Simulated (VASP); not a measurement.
Crystal: InW2.

```xyz
3
Lattice="-1.7683 1.7683 4.3378 1.7683 -1.7683 4.3378 1.7683 1.7683 -4.3378" Properties=species:S:1:pos:R:3 pbc="T T T"
In    0.0000    0.0000    0.0000
W     0.0000    0.0000    5.7692
W     0.0000    0.0000    2.9063
```

* Program: VASP 6.6.1
* Task: relaxation of cell and atoms
* Functional: PBE
* Potentials or basis: VASP PAW PBE potentials, release 64 (In_d, W_sv)
* Cutoff: 600 eV
* k mesh: 6 × 6 × 6
* Occupations: gaussian, width 0.1 eV
* Spin: no spin polarisation

At the start: pressure -5.5 GPa; volume 18.08 Å³/atom.

How do energy, volume and symmetry change on relaxing?

Over 10 steps the energy falls by 190.0 meV/atom and the volume is 17.82 Å³/atom (-1.4 %); space group I4/mmm (No. 139, to 0.05 Å).

The path:
| step | energy change (eV) | largest force (eV/Å) | pressure (GPa) | volume (Å³) |
| --- | --- | --- | --- | --- |
| 1 | 0.0000 | 1.5849 | -5.52 | 54.25 |
| 2 | -0.2291 | 1.0502 | 14.83 | 49.46 |
| 3 | -0.2412 | 1.3086 | 10.48 | 50.25 |
| 4 | -0.4100 | 0.5349 | 9.67 | 50.60 |
| 5 | -0.4797 | 0.4040 | 10.43 | 50.93 |
| 6 | -0.5593 | 0.2242 | -1.11 | 53.58 |
| 7 | -0.5599 | 0.1758 | -0.24 | 53.35 |
| 8 | -0.5634 | 0.1463 | -0.17 | 53.37 |
| 9 | -0.5693 | 0.0360 | 0.07 | 53.45 |
| 10 | -0.5699 | 0.0152 | 0.20 | 53.47 |

Final structure:
```
CELL_PARAMETERS angstrom
-1.67483 1.67483 4.76572
1.67483 -1.67483 4.76572
1.67483 1.67483 -4.76572
ATOMIC_POSITIONS crystal
In 0.00000 0.00000 0.00000
W 0.68407 0.68407 0.00000
W 0.31593 0.31593 0.00000
```

Caveat: the k points lie up to 0.44 Å⁻¹ apart in the final cell.
